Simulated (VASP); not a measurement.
Input of a VASP 6.6.1 run:

Contents of INCAR:

```
SYSTEM = CuSi16
  PREC = Accurate
  ENCUT = 520
  EDIFF = 1E-6
  ISMEAR = -1
  SIGMA = 0.02
  LREAL = Auto
  LASPH = .True.
  NELM = 80
  ALGO = Normal
  ISIF = 2
  LWAVE = .False.
  LCHARG = .False.
  GGA = PE
  NBANDS = 52
  NELECT = 74.0
```

The input KPOINTS:

```
regular mesh
0
Gamma
  2 2 2
  0 0 0
```

Contents of POSCAR:

```
CuSi16
1.0
    0.0000000000      5.4300000000      5.4300000000
    5.4300000000      0.0000000000      5.4300000000
    5.4300000000      5.4300000000      0.0000000000
Si Cu
16 1
Direct
    0.0065217311      0.0104904236     -0.0176845304
    0.1211547882      0.1474706262      0.1155420810
    0.0047112339      0.0070281768      0.5047872928
    0.1637230203      0.1093867403      0.6121230203
   -0.0385327808      0.5184637201      0.0137495396
    0.1225383057      0.6183500921      0.1207082873
    0.0070633517      0.4807944751      0.5098160221
    0.1233466851      0.6150181400      0.6441662063
    0.4936651013      0.0106656538      0.0005674954
    0.6351005525      0.1250779006      0.1164729282
    0.5353810313     -0.0102519337      0.4900224678
    0.6331226519      0.1267316759      0.6276359116
    0.4949031308      0.4985224678     -0.0013773481
    0.5896513812      0.6374009208      0.1370521179
    0.4956190608      0.5000888582      0.5094698895
    0.6353768877      0.6159019337      0.6256279006
    0.1009531308      0.8015365562      0.3003361878
```

Potentials or basis: VASP PAW PBE potentials, release 64 (Si, Cu).

The run is started by

```bash
$ cat potpaw_PBE.64/Si/POTCAR potpaw_PBE.64/Cu/POTCAR > POTCAR
$ mpirun -np 1 vasp_std > vasp.out
```

Problem. Predict the largest force.

Solution. 0.112 eV/Å.

Forces in eV/Å, atoms in the order of the input:
```
Si  -0.004  0.008 -0.005
Si   0.004 -0.023  0.011
Si   0.012  0.004 -0.011
Si   0.009 -0.022 -0.008
Si   0.003  0.005 -0.009
Si  -0.005 -0.026 -0.006
Si   0.005  0.004 -0.001
Si   0.009  0.002 -0.014
Si   0.002 -0.001 -0.003
Si   0.000 -0.003  0.000
Si   0.008 -0.010 -0.013
Si   0.002 -0.001  0.000
Si   0.004 -0.001 -0.006
Si   0.001 -0.006 -0.002
Si   0.000  0.002 -0.006
Si   0.001 -0.001 -0.001
Cu  -0.050  0.069  0.073
```

Caveat: the k points lie up to 0.50 Å⁻¹ apart; the cell carries a net charge on a neutralising background, which shifts energy and pressure.
